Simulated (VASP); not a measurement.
Here is a VASP 6.6.1 calculation.

File INCAR:

```
SYSTEM = Al
ALGO = Normal ; EDIFF = 1E-7
ENCUT = 520 ; GGA = PS
ISIF = 2 ; ISMEAR = 1
LASPH = .TRUE. ; LCHARG = .FALSE.
LREAL = .FALSE. ; LWAVE = .FALSE.
NBANDS = 14 ; NELM = 60
PREC = Accurate ; SIGMA = 0.1
```

Contents of KPOINTS:

```
k-points
0
G
  10 10 3
  0 0 0
```

POSCAR

```
Al
1.0
    2.8270770000      0.0000000000      0.0000000000
   -1.4135385000      2.4483205005      0.0000000000
    0.0000000000      0.0000000000      9.1859930000
Al
4
Direct
    0.0000000000      0.0000000000      0.0000000000
    0.3333333333      0.6666666667      0.2500000000
    0.0000000000      0.0000000000      0.5000000000
    0.6666666667      0.3333333333      0.7500000000
```

Potentials or basis: VASP PAW PBE potentials, release 64 (Al).

Run with:

```console
$ cat potpaw_PBE.64/Al/POTCAR > POTCAR
$ mpirun -np 1 vasp_std > vasp.out
```

Task: What does it give for the band gap on the k mesh?

Result: Zero (band 6 reaches 12.39 eV, above the bottom of band 7 at 6.96 eV).

Task: What does it give for the pressure?

Result: 1.8 GPa.

Stress tensor (GPa, compression positive):
```
0.91 0.00 0.00
0.00 0.91 0.00
0.00 0.00 3.61
```

Caveat: the PAW data sets were made with another functional, which shifts forces and pressure a little.
